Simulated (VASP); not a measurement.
Here is a VASP 6.6.1 calculation.

Contents of POSCAR:

```
HfSiO4
1.0
   -3.2579149212      3.2579149212      3.0053442477
    3.2579149212     -3.2579149212      3.0053442477
    3.2579149212      3.2579149212     -3.0053442477
Hf Si O
2 2 8
Direct
    0.0000000000      0.0000000000      0.0000000000
    0.7500000000      0.2500000000      0.5000000000
    0.2500000000      0.7500000000      0.5000000000
    0.5000000000      0.5000000000      0.0000000000
    0.1351572677      0.3205139666      0.8146433011
    0.0705139666      0.7558706655      0.6853566989
    0.0705139666      0.3851572677      0.3146433011
    0.5058706655      0.3205139666      0.1853566989
    0.6794860334      0.4941293345      0.8146433011
    0.6148427323      0.9294860334      0.6853566989
    0.2441293345      0.9294860334      0.3146433011
    0.6794860334      0.8648427323      0.1853566989
```

Contents of INCAR.step1:

```
ALGO     = Normal         # electronic algorithm
EDIFF    = 1E-4           # SCF threshold, eV
ENCUT    = 520            # plane-wave cutoff, eV
GGA      = PE             # functional
ISMEAR   = 0              # smearing method
LASPH    = T              # aspherical terms in the spheres
LCHARG   = F              # write CHGCAR
LREAL    = F              # projectors in reciprocal space
LWAVE    = T              # write WAVECAR
NBANDS   = 50             # bands
NELM     = 80             # most SCF steps
PREC     = Accurate       # precision mode
SIGMA    = 0.01           # smearing width, eV
```

The input INCAR.step2:

```
ALGO     = Normal         # electronic algorithm
EDIFF    = 1E-6           # SCF threshold, eV
ENCUT    = 520            # plane-wave cutoff, eV
ISIF     = 2              # what is computed and relaxed
ISMEAR   = 0              # smearing method
ISTART   = 1            
LASPH    = T              # aspherical terms in the spheres
LCHARG   = T              # write CHGCAR
LELF     = T              # ELF
LMIXTAU  = T            
LREAL    = F              # projectors in reciprocal space
LVHAR    = T            
LWAVE    = F              # write WAVECAR
METAGGA  = R2SCAN         # meta-GGA
NBANDS   = 50             # bands
NELM     = 80             # most SCF steps
PREC     = Accurate       # precision mode
SIGMA    = 0.01           # smearing width, eV
```

The input KPOINTS:

```
k-points
0
Gamma
  6 6 6
```

Potentials or basis: VASP PAW PBE potentials, release 64 (Hf_pv, Si, O).

Command:

```console
$ cat potpaw_PBE.64/Hf_pv/POTCAR potpaw_PBE.64/Si/POTCAR potpaw_PBE.64/O/POTCAR > POTCAR
$ cp INCAR.step1 INCAR
$ mpirun -np 1 vasp_std > vasp.out
$ cp INCAR.step2 INCAR
$ mpirun -np 1 vasp_std > vasp.out
```

Question: What does it give for the largest force?

Answer: 0.223 eV/Å.

Question: What does it give for the pressure?

Answer: 1.1 GPa.

Question: What does it give for the band gap on the k mesh?

Answer: 6.04 eV, indirect (least direct gap 6.46 eV).

Stress tensor (GPa, compression positive):
```
 2.34  0.00  0.00
 0.00  2.34  0.00
 0.00  0.00 -1.37
```

Caveat: the cell differs from its parent crystal (epitaxial xy strain -1.0%); the PAW data sets were made with another functional, which shifts forces and pressure a little; spin-orbit coupling is left out, which moves the levels of the heavy elements. A k mesh can miss the band edges.
